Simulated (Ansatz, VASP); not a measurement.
# Two plane-wave programs on CuB5

```
Cu B
1.0
     3.78268    0.00000    0.00000
    -1.89134    3.27590    0.00000
     0.00000    0.00000    4.16483
Cu B
1 5
Cartesian
  0.0000 0.0000 2.0824
  1.8913 0.0000 2.0824
  -0.9457 1.6380 2.0824
  0.9457 1.6380 2.0824
  0.0000 2.1839 0.0000
  1.8913 1.0920 0.0000
```

Alike in both runs: functional PBE; k mesh 12 × 12 × 10; occupations gaussian, width 0.1 eV; no spin polarisation.

Ansatz relaxed the structure, and its values are those at the end. VASP's run is a single point on that final structure, the one shown.

|  | VASP | Ansatz |
| --- | --- | --- |
| version | VASP 6.6.1 | Ansatz 0.2.0 |
| potentials or method | VASP PAW PBE potentials, release 64 (Cu, B), cutoff 520 eV | scalar-relativistic, plane waves, PAW |
| valence electrons in the cell | 26 | 34 |

Ansatz gave:

```
gap on the k mesh at the Fermi level (eV) : none
pressure (GPa)                            : 0.0
```

Problem. Which values does VASP return?

Solution. gap on the k mesh at the Fermi level (eV): none; pressure (GPa): -0.1.

A gap of «none» marks a metal or a gap that the smearing closes. VASP's potentials hold 26 valence electrons a cell and Ansatz's 34, so a difference there can come from the potentials and not from the codes.
